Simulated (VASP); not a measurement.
Input of a VASP 6.6.1 run:

INCAR

```
SYSTEM = MnSi
  ALGO = Normal
  EDIFF = 1E-6
  EDIFFG = -0.01
  ENCUT = 520
  GGA = PS
  IBRION = 2
  ISIF = 2
  ISMEAR = -1
  ISPIN = 2
  KPAR = 4
  LASPH = .True.
  LCHARG = .False.
  LMAXMIX = 4
  LORBIT = 11
  LREAL = .False.
  LWAVE = .False.
  MAGMOM = 3.5 3.5 3.5 3.5 0 0 0 0
  NELM = 150
  NSW = 80
  PREC = Accurate
  SIGMA = 0.05
```

The input KPOINTS:

```
k-points
0
Gamma
  7 7 7
  0 0 0
```

File POSCAR:

```
MnSi
1.0
    4.5480000000      0.0000000000      0.0000000000
    0.0000000000      4.5480000000      0.0000000000
    0.0000000000      0.0000000000      4.5480000000
Mn Si
4 4
Direct
    0.1380000000      0.1380000000      0.1380000000
    0.3620000000      0.8620000000      0.6380000000
    0.6380000000      0.3620000000      0.8620000000
    0.8620000000      0.6380000000      0.3620000000
    0.8460000000      0.8460000000      0.8460000000
    0.6540000000      0.1540000000      0.3460000000
    0.3460000000      0.6540000000      0.1540000000
    0.1540000000      0.3460000000      0.6540000000
```

Potentials or basis: VASP PAW PBE potentials, release 64 (Mn_pv, Si).

The run is started by

```console
$ cat potpaw_PBE.64/Mn_pv/POTCAR potpaw_PBE.64/Si/POTCAR > POTCAR
$ mpirun -np 4 vasp_std > vasp.out
```

Q: Estimate the net moment.

A: 3.93 μB per cell.

Q: What does it give for the energy gained by relaxing?

A: 1.5 meV/atom.

Final structure:
```
CELL_PARAMETERS angstrom
4.54800 0.00000 0.00000
0.00000 4.54800 0.00000
0.00000 0.00000 4.54800
ATOMIC_POSITIONS crystal
Mn 0.13564 0.13564 0.13564
Mn 0.36436 0.86436 0.63564
Mn 0.63564 0.36436 0.86436
Mn 0.86436 0.63564 0.36436
Si 0.84474 0.84474 0.84474
Si 0.65526 0.15526 0.34474
Si 0.34474 0.65526 0.15526
Si 0.15526 0.34474 0.65526
```
